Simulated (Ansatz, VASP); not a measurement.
One calculation of Hg, two programs

```
CELL_PARAMETERS angstrom
-1.94605 1.94605 1.94605
1.94605 -1.94605 1.94605
1.94605 1.94605 -1.94605
ATOMIC_POSITIONS crystal
Hg 0.00000 0.00000 0.00000
```

Alike in both runs: functional PBE; k mesh 15 × 15 × 15; occupations fermi-dirac, width 0.05 eV; no spin polarisation.

Ansatz relaxed the structure, and its values are those at the end. VASP's run is a single point on that final structure, the one shown.

```csv
,VASP,Ansatz
version,VASP 6.6.1,Ansatz 0.2.0
potentials or method,"VASP PAW PBE potentials, release 64 (Hg), cutoff 520 eV","all-electron LAPW, scalar-relativistic"
```

|  | VASP | Ansatz | Ansatz less VASP |
| --- | --- | --- | --- |
| pressure (GPa) | 0.0 | 0.0 | -0.08 |

Ansatz ran all-electron here, and VASP with PAW potentials.

Neither program's run includes spin-orbit coupling.
